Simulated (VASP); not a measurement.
Wanted: the native input for a VASP 6.6.1 run.

```
Task                   : single point
Functional             : PBE
Dispersion             : D3(BJ)
Potentials or basis    : VASP PAW PBE potentials, release 64 (B, N)
Cutoff                 : 520 eV
k mesh                 : 12 × 12 × 12
Occupations            : gaussian, width 0.02 eV
Spin                   : no spin polarisation
Dipole correction      : no
Further INCAR settings : ALGO = Normal; EDIFF = 1e-07; NBANDS = 11
```

The structure of BN lies in POSCAR:

```
BN
1.0
    2.4984204805      0.0021051329     -0.2336660947
   -1.2400726903      2.1689481809      0.2336507745
   -0.9189657218     -0.9175376425      3.5379195863
B N
1 1
Direct
    0.9908983655      0.9913524552     -0.0063631794
    0.6572506345      0.3245315448      0.9931681794
```

These files were run (other wordings do the same):

INCAR

```
PREC = Accurate
ENCUT = 520
EDIFF = 1E-7
ISMEAR = 0
SIGMA = 0.02
LREAL = False
LASPH = True
NELM = 100
ALGO = Normal
ISIF = 2
LWAVE = False
LCHARG = True
GGA = PE
IVDW = 12
LELF = True
LVHAR = True
NBANDS = 11
```

KPOINTS

```
Automatic mesh
0
Gamma
  12 12 12
```

Potentials or basis: VASP PAW PBE potentials, release 64 (B, N).

The run is started by

```bash
$ cat potpaw_PBE.64/B/POTCAR potpaw_PBE.64/N/POTCAR > POTCAR
$ mpirun -np 1 vasp_std > vasp.out
```

Results of the run:

The pressure is -1.1 GPa. The band gap on the k mesh is 4.31 eV (least direct gap 4.67 eV). The dispersion energy per atom is -0.133 eV.

Wall time 120 s on 1 thread of Intel Xeon 8259CL (shared host), peak memory 0.22 GiB.
